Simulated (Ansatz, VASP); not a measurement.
**One calculation of ScAl3, two programs**

```
Sc Al
1.0
     4.10533    0.00000    0.00000
     0.00000    4.10533    0.00000
     0.00000    0.00000    4.10533
Sc Al
1 3
Direct
  0.00000 0.00000 0.00000
  0.56890 0.93110 0.50000
  0.00000 0.50000 0.50000
  0.50000 0.50000 0.00000
```

Alike in both runs: task single point; functional PBE; k mesh 12 × 12 × 12; occupations gaussian, width 0.15 eV; no spin polarisation.

|  | VASP | Ansatz |
| --- | --- | --- |
| version | VASP 6.6.1 | Ansatz 0.2.0 |
| potentials or method | VASP PAW PBE potentials, release 64 (Sc_sv, Al), cutoff 520 eV | scalar-relativistic, plane waves, PAW |
| valence electrons in the cell | 20 | 20 |

|  | VASP | Ansatz | Ansatz less VASP |
| --- | --- | --- | --- |
| gap on the k mesh at the Fermi level (eV) | none | none | - |
| pressure (GPa) | 2.9 | 2.9 | -0.04 |
| traceless stress, the component that is largest in VASP (GPa) | -2.47 | -2.47 | -0.001 |
| rms of the force components (eV/Å) | 0.876 | 0.874 | -0.0015 |

Atom by atom the forces differ by 0.002 eV/Å (rms over components). A gap of «none» marks a metal or a gap that the smearing closes. The functional is the same, so the differences come from potentials, cutoffs and numerics.
